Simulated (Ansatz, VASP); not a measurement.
# Two plane-wave programs on MgCd3O4

File INCAR:

```
ALGO = Normal ; EDIFF = 1E-6
ENCUT = 520 ; GGA = PE
ISIF = 2 ; ISMEAR = 0
ISPIN = 2 ; LASPH = T
LCHARG = F ; LORBIT = 11
LREAL = F ; LWAVE = F
MAGMOM = 0 0 0 0 1 1 1 1 ; NBANDS = 45
NELM = 150 ; PREC = Accurate
SIGMA = 0.1
```

The input KPOINTS:

```
k-points
0
Gamma
  4 4 6
```

The input POSCAR:

```
MgCd3O4
1.0
    3.3002919464     -4.6650034263      0.0000000000
    3.3002919464      4.6650034263      0.0000000000
    0.0000000000      0.0000000000      3.2887369620
Mg Cd O
1 3 4
Direct
    0.5000000000      0.5000000000      0.5000000000
    0.0000000000      0.5000000000      0.0000000000
    0.0000000000      0.0000000000      0.5000000000
    0.5000000000      0.0000000000      0.0000000000
    0.7315892617      0.7315892617      0.0000000000
    0.7360306109      0.2639693891      0.5000000000
    0.2639693891      0.7360306109      0.5000000000
    0.2684107383      0.2684107383      0.0000000000
```

Input for Ansatz:

```yaml
crystal:
  lattice:
    - [3.3002919464, -4.6650034263, 0.0]
    - [3.3002919464, 4.6650034263, 0.0]
    - [0.0, 0.0, 3.288736962]
  atoms:
    - { symbol: Mg, position: [0.5, 0.5, 0.5] }
    - { symbol: Cd, position: [0.0, 0.5, 0.0] }
    - { symbol: Cd, position: [0.0, 0.0, 0.5] }
    - { symbol: Cd, position: [0.5, 0.0, 0.0] }
    - { symbol: O, position: [0.7315892617, 0.7315892617, 0.0], spin: 1.0 }
    - { symbol: O, position: [0.7360306109, 0.2639693891, 0.5], spin: 1.0 }
    - { symbol: O, position: [0.2639693891, 0.7360306109, 0.5], spin: 1.0 }
    - { symbol: O, position: [0.2684107383, 0.2684107383, 0.0], spin: 1.0 }
basis:
  ecutwfc: 420
kpoints:
  mp_grid: { grid: [4, 4, 6] }
hamiltonian:
  xc: pbe
scf:
  occupations: { method: gaussian, width: 0.1 }
  lower_state_search: "off"
output:
  forces: true
  stress: true
  eigenvalues: true
  populations: true
magnetization:
  spin_polarized: true
```

Alike in both runs: task single point; functional PBE; k mesh 4 × 4 × 6; occupations gaussian, width 0.1 eV; collinear spin.

|  | VASP | Ansatz |
| --- | --- | --- |
| version | VASP 6.6.1 | Ansatz 0.2.0 |
| potentials or method | VASP PAW PBE potentials, release 64 (Mg, Cd, O), cutoff 520 eV | scalar-relativistic, plane waves, PAW |
| valence electrons in the cell | 62 | 94 |

```tsv
	VASP	Ansatz	Ansatz less VASP
gap on the k mesh at the Fermi level (eV)	none	none	-
pressure (GPa)	1.0	0.0	-0.94
traceless stress, the component that is largest in VASP (GPa)	-0.06	-0.06	+0.007
rms of the force components (eV/Å)	0.028	0.002	-0.0267
net moment per atom (μB)	0.00	0.00	0.000
```

Atom by atom the forces differ by 0.027 eV/Å (rms over components). A gap of «none» marks a metal or a gap that the smearing closes. With one functional, cell and mesh, what is left measures potentials, basis and numerics. VASP's potentials hold 62 valence electrons a cell and Ansatz's 94, so a difference there can come from the potentials and not from the codes. Ansatz's warnings: seeded moment not kept.
